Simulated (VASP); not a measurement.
A run of VASP 6.6.1:

File POSCAR:

```
ZrSe2
1.0
    3.7980000000      0.0000000000      0.0000000000
   -1.8990000000     -3.2891644836      0.0000000000
    0.0000000000      0.0000000000    -19.0960000000
Se Zr
2 1
Direct
    0.0000000000      1.0000000000      0.4189359028
    0.3333333334      0.6666666666      0.5810640972
    0.6666666667      0.3333333333      0.5000000000
```

Contents of INCAR.step1:

```
GGA = PE
LDIPOL = T
IDIPOL = 3
DIPOL = 0.5 0.5 0.500
ISMEAR = 0
SIGMA = 0.03
LWAVE = F
LCHARG = T
NBANDS = 25
PREC = Accurate
LASPH = T
LREAL = F
ALGO = Normal
EDIFF = 1E-6
NELM = 120
GGA_COMPAT = F
ENCUT = 260
EFERMI = MIDGAP
LMAXMIX = 4
NELMDL = -8
```

Contents of KPOINTS.step1:

```
Automatic mesh
0
Gamma
  6 6 1
  0 0 0
```

INCAR.step2

```
GGA = PE
LDIPOL = T
IDIPOL = 3
DIPOL = 0.5 0.5 0.500
ISMEAR = 0
SIGMA = 0.03
LWAVE = F
LCHARG = F
NBANDS = 25
PREC = Accurate
LASPH = T
LREAL = F
ALGO = Normal
EDIFF = 1E-6
NELM = 120
GGA_COMPAT = F
ENCUT = 260
EFERMI = MIDGAP
LMAXMIX = 4
NELMDL = -8
ICHARG = 11
```

The input KPOINTS.step2:

```
path GMKGALHA,LM,KH
12
line-mode
reciprocal
 0.0000000000  0.0000000000  0.0000000000  G
 0.5000000000  0.0000000000  0.0000000000  M

 0.5000000000  0.0000000000  0.0000000000  M
 0.3333333333  0.3333333333  0.0000000000  K

 0.3333333333  0.3333333333  0.0000000000  K
 0.0000000000  0.0000000000  0.0000000000  G

 0.0000000000  0.0000000000  0.0000000000  G
 0.0000000000  0.0000000000  0.5000000000  A

 0.0000000000  0.0000000000  0.5000000000  A
 0.5000000000  0.0000000000  0.5000000000  L

 0.5000000000  0.0000000000  0.5000000000  L
 0.3333333333  0.3333333333  0.5000000000  H

 0.3333333333  0.3333333333  0.5000000000  H
 0.0000000000  0.0000000000  0.5000000000  A

 0.5000000000  0.0000000000  0.5000000000  L
 0.5000000000  0.0000000000  0.0000000000  M

 0.3333333333  0.3333333333  0.0000000000  K
 0.3333333333  0.3333333333  0.5000000000  H
```

Potentials or basis: VASP PAW PBE potentials, release 64 (Se, Zr_sv).

Command:

```bash
$ cat potpaw_PBE.64/Se/POTCAR potpaw_PBE.64/Zr_sv/POTCAR > POTCAR
$ cp INCAR.step1 INCAR
$ cp KPOINTS.step1 KPOINTS
$ mpirun -np 1 vasp_std > vasp.out
$ cp INCAR.step2 INCAR
$ cp KPOINTS.step2 KPOINTS
$ mpirun -np 1 vasp_std > vasp.out
```

Hardware: 1 thread of Intel(R) Xeon(R) 6975P-C (Granite Rapids), with other jobs on the host.

Question: How long does it take, and how much memory?

Answer: Wall time 2 min on 1 thread of Intel(R) Xeon(R) 6975P-C (Granite Rapids), with other jobs on the host, peak memory 0.32 GiB. Counts: k points 108.
